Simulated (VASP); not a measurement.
A run of VASP 6.6.1:

Contents of INCAR:

```
PREC = Accurate
ENCUT = 520
EDIFF = 1E-7
ISMEAR = -1
SIGMA = 0.1
LREAL = False
LASPH = True
NELM = 100
ALGO = Normal
ISIF = 2
LWAVE = False
LCHARG = False
GGA = PE
NBANDS = 8
```

KPOINTS

```
Automatic mesh
0
Gamma
  23 23 23
```

The input POSCAR:

```
B
1.0
    0.0000000000      1.3755575696      1.3755575696
    1.3755575696      0.0000000000      1.3755575696
    1.3755575696      1.3755575696      0.0000000000
B
1
Direct
    0.0000000000      0.0000000000      0.0000000000
```

Potentials or basis: VASP PAW PBE potentials, release 64 (B).

Run with:

```console
$ cat potpaw_PBE.64/B/POTCAR > POTCAR
$ mpirun -np 1 vasp_std > vasp.out
```

Hardware: 1 thread of Intel(R) Xeon(R) Platinum 8559C (Emerald Rapids), on a shared host.

Question: Estimate the wall time of this run.

Answer: Run time: 4.9 s on 1 thread of Intel(R) Xeon(R) Platinum 8559C (Emerald Rapids) (shared host), peak memory 0.11 GiB. Counts: scf iterations 9, k points 364.
